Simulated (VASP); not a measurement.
Set up this calculation in VASP 6.6.1, as the native input.

```
Task                   : single point
Functional             : PBE
Potentials or basis    : VASP PAW PBE potentials, release 64 (Mg, O)
Cutoff                 : 520 eV
k mesh                 : 9 × 9 × 6
Occupations            : gaussian, width 0.05 eV
Spin                   : no spin polarisation
Dipole correction      : no
Further INCAR settings : ALGO = Normal; EDIFF = 1e-06; NBANDS = 16
```

The structure of MgO lies in POSCAR:

```
MgO
1.0
    3.6270000000      0.0000000000      0.0000000000
   -1.8135000000      3.1410741395      0.0000000000
    0.0000000000      0.0000000000      4.3666000000
Mg O
2 2
Direct
    0.6666666667      0.3333333333      0.7500000000
    0.3333333333      0.6666666667      0.2500000000
    0.6666666667      0.3333333333      0.2500000000
    0.3333333333      0.6666666667      0.7500000000
```

The input as run:

INCAR

```
SYSTEM = MgO
PREC     = Accurate       ! precision mode
ENCUT    = 520            ! plane-wave cutoff, eV
EDIFF    = 1E-6           ! SCF threshold, eV
ISMEAR   = 0              ! smearing method
SIGMA    = 0.05           ! smearing width, eV
LREAL    = .FALSE.        ! projectors in reciprocal space
LASPH    = .TRUE.         ! aspherical terms in the spheres
NELM     = 80             ! most SCF steps
ALGO     = Normal         ! electronic algorithm
ISIF     = 2              ! what is computed and relaxed
LWAVE    = .FALSE.        ! write WAVECAR
LCHARG   = .TRUE.         ! write CHGCAR
GGA      = PE             ! functional
LELF     = .TRUE.         ! ELF
LVHAR    = .TRUE.       
NBANDS   = 16             ! bands
```

KPOINTS

```
Automatic mesh
0
G
  9 9 6
  0 0 0
```

Potentials or basis: VASP PAW PBE potentials, release 64 (Mg, O).

The run is started by

```console
$ cat potpaw_PBE.64/Mg/POTCAR potpaw_PBE.64/O/POTCAR > POTCAR
$ mpirun -np 1 vasp_std > vasp.out
```

Results of the run:

```
Pressure               : -9.8 GPa
Band gap on the k mesh : 2.82 eV
```

Caveat: the cell stands under tension.

Wall time 15 s on 1 thread of AMD EPYC 9R45 96-Core Processor (Zen 5), with other jobs on the host, peak memory 0.15 GiB.
